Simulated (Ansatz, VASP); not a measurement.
# One calculation of KBr, two programs

```
K Br
1.0
     0.00000    3.34997    3.34997
     3.34997    0.00000    3.34997
     3.34997    3.34997    0.00000
K Br
1 1
Direct
  0.00000 0.00000 0.00000
  0.50000 0.50000 0.50000
```

Alike in both runs: task single point; functional PBE; k mesh 6 × 6 × 6; occupations gaussian, width 0.01 eV; no spin polarisation.

```csv
,VASP,Ansatz
version,VASP 6.6.1,Ansatz 0.2.0
potentials or method,"VASP PAW PBE potentials, release 64 (K_sv, Br), cutoff 520 eV","scalar-relativistic, plane waves, PAW"
valence electrons in the cell,16,16
```

```tsv
	VASP	Ansatz	Ansatz less VASP
gap on the k mesh at the Fermi level (eV)	4.32	4.32	+0.001
least direct gap on the mesh (eV)	4.32	4.32	+0.001
pressure (GPa)	0.1	0.0	-0.03
```

With one functional, cell and mesh, what is left measures potentials, basis and numerics.
